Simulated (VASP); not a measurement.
Crystal: HfSi2.

```
CELL_PARAMETERS angstrom
1.84127 -7.29600 0.00000
1.84127 7.29600 0.00000
0.00000 0.00000 3.65979
ATOMIC_POSITIONS crystal
Hf 0.89454 0.10546 0.25000
Hf 0.10546 0.89454 0.75000
Si 0.55428 0.44572 0.25000
Si 0.44572 0.55428 0.75000
Si 0.25028 0.74972 0.25000
Si 0.74972 0.25028 0.75000
```

```yaml
Program: VASP 6.6.1
Task: relaxation of cell and atoms
Functional: PBEsol
Potentials_or_basis: VASP PAW PBE potentials, release 64 (Hf_pv, Si)
Cutoff: 500 eV
k_mesh: 10 × 10 × 10
Occupations: gaussian, width 0.1 eV
Spin: no spin polarisation
```

At the start: pressure -3.9 GPa; volume 16.39 Å³/atom.

Question: Where does the relaxation end?

Answer: Over 9 steps the energy falls by 6.3 meV/atom and the volume is 15.90 Å³/atom (-3.0 %); space group Cmcm (No. 63, to 0.1 Å) before and after.

Step by step:
| step | energy change (eV) | largest force (eV/Å) | pressure (GPa) | volume (Å³) |
| --- | --- | --- | --- | --- |
| 1 | 0.0000 | 0.0251 | -3.92 | 98.33 |
| 2 | 0.0051 | 0.1836 | 4.69 | 92.74 |
| 3 | -0.0348 | 0.1000 | 0.00 | 95.57 |
| 4 | -0.0368 | 0.0580 | 0.00 | 95.50 |
| 5 | -0.0376 | 0.0302 | 0.00 | 95.40 |
| 6 | -0.0379 | 0.0186 | 0.01 | 95.38 |
| 7 | -0.0380 | 0.0135 | 0.01 | 95.36 |
| 8 | -0.0380 | 0.0140 | 0.01 | 95.36 |
| 9 | -0.0380 | 0.0034 | -0.01 | 95.38 |

Final structure:
```
Hf Si
1.0
     1.82621   -7.17902    0.00000
     1.82621    7.17902    0.00000
     0.00000    0.00000    3.63757
Hf Si
2 4
Direct
  0.89533 0.10467 0.25000
  0.10467 0.89533 0.75000
  0.55503 0.44497 0.25000
  0.44497 0.55503 0.75000
  0.25019 0.74981 0.25000
  0.74981 0.25019 0.75000
```

Caveat: the PAW data sets were made with another functional, which shifts forces and pressure a little.
